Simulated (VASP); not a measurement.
Wanted: the native input for a VASP 6.6.1 run.

```yaml
Task: single point
Functional: PBEsol
Potentials_or_basis: VASP PAW PBE potentials, release 64 (W_sv)
Cutoff: 520 eV
k_mesh: 8 × 8 × 8
Occupations: gaussian, width 0.1 eV
Spin: no spin polarisation
Dipole_correction: no
Further_INCAR_settings: ALGO = Normal; EDIFF = 1e-06; NBANDS = 13
```

The structure of W lies in POSCAR:

```
W
1.0
   -1.5861829274      1.5861829274      1.5861829274
    1.5861829274     -1.5861829274      1.5861829274
    1.5861829274      1.5861829274     -1.5861829274
W
1
Direct
    0.0000000000      0.0000000000      0.0000000000
```

The input as run:

INCAR

```
SYSTEM = W
PREC     = Accurate       ! precision mode
ENCUT    = 520            ! plane-wave cutoff, eV
EDIFF    = 1E-6           ! SCF threshold, eV
ISMEAR   = 0              ! smearing method
SIGMA    = 0.1            ! smearing width, eV
LREAL    = .FALSE.        ! projectors in reciprocal space
LASPH    = .TRUE.         ! aspherical terms in the spheres
NELM     = 100            ! most SCF steps
ALGO     = Normal         ! electronic algorithm
ISIF     = 2              ! what is computed and relaxed
LWAVE    = .FALSE.        ! write WAVECAR
LCHARG   = .FALSE.        ! write CHGCAR
GGA      = PS             ! functional
NBANDS   = 13             ! bands
```

KPOINTS

```
regular mesh
0
G
  8 8 8
  0 0 0
```

Potentials or basis: VASP PAW PBE potentials, release 64 (W_sv).

Run with:

```console
$ cat potpaw_PBE.64/W_sv/POTCAR > POTCAR
$ mpirun -np 1 vasp_std > vasp.out
```

It gave:

- Pressure: -4.4 GPa
- Band gap on the k mesh: zero (band 7 reaches 16.30 eV, above the bottom of band 8 at 9.95 eV)

Caveat: the PAW data sets were made with another functional, which shifts forces and pressure a little; spin-orbit coupling is left out, which moves the levels of the heavy elements.

Wall time 4.1 s on 1 thread of AMD EPYC 7R13 Processor (Zen 3), with other jobs on the host, peak memory 0.09 GiB.
